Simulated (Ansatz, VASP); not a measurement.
**Two plane-wave programs on Al2O3**

Contents of INCAR:

```
PREC = Accurate
ENCUT = 520
EDIFF = 1E-7
ISMEAR = 0
SIGMA = 0.05
LREAL = False
LASPH = True
NELM = 100
ALGO = Normal
ISIF = 2
LWAVE = False
LCHARG = False
GGA = PE
IVDW = 12
NBANDS = 20
```

KPOINTS

```
Automatic mesh
0
Gamma
  9 9 4
```

The input POSCAR:

```
Al2O3
1.0
    2.9532000000      0.0000000000      0.0000000000
   -1.4766000000      2.5575462224      0.0000000000
    0.0000000000      0.0000000000      7.7340000000
Al O
2 3
Direct
    0.0000000000      0.0000000000      0.1907358529
    0.0000000000      0.0000000000      0.8092641471
    0.3333333333      0.6666666667      0.2840924954
    0.6666666667      0.3333333333      0.0000000000
    0.3333333333      0.6666666667      0.7159075046
```

Input for Ansatz:

```yaml
crystal:
  lattice:
    - [2.9532, 0.0, 0.0]
    - [-1.4766, 2.5575462224, 0.0]
    - [0.0, 0.0, 7.734]
  atoms:
    - { symbol: Al, position: [0.0, 0.0, 0.1907358529] }
    - { symbol: Al, position: [0.0, 0.0, 0.8092641471] }
    - { symbol: O, position: [0.3333333333, 0.6666666667, 0.2840924954] }
    - { symbol: O, position: [0.6666666667, 0.3333333333, 0.0] }
    - { symbol: O, position: [0.3333333333, 0.6666666667, 0.7159075046] }
basis:
  ecutwfc: 520.0
kpoints:
  mp_grid: { grid: [9, 9, 4] }
hamiltonian:
  xc: pbe
  pseudopotentials: { kind: paw, azcp: { folder: soft_1 } }
  dispersion: d3bj
scf:
  occupations: { method: gaussian, width: 0.05 }
output:
  forces: true
  stress: true
  eigenvalues: true
```

Alike in both runs: task single point; functional PBE; dispersion D3(BJ); k mesh 9 × 9 × 4; occupations gaussian, width 0.05 eV; no spin polarisation.

```csv
,VASP,Ansatz
version,VASP 6.6.1,Ansatz 0.2.0
potentials or method,"VASP PAW PBE potentials, release 64 (Al, O), cutoff 520 eV","scalar-relativistic, plane waves, PAW"
valence electrons in the cell,24,24
```

VASP gave:

* gap on the k mesh at the Fermi level (eV): 3.83
* least direct gap on the mesh (eV): 3.91
* pressure (GPa): -16.0
* traceless stress, the component that is largest in VASP (GPa): 0.19
* rms of the force components (eV/Å): 0.460

Estimate Ansatz's values.

gap on the k mesh at the Fermi level (eV): 3.85; least direct gap on the mesh (eV): 3.94; pressure (GPa): -16.0; traceless stress, the component that is largest in VASP (GPa): 0.39; rms of the force components (eV/Å): 0.451.

Atom by atom the forces differ by 0.015 eV/Å (rms over components).
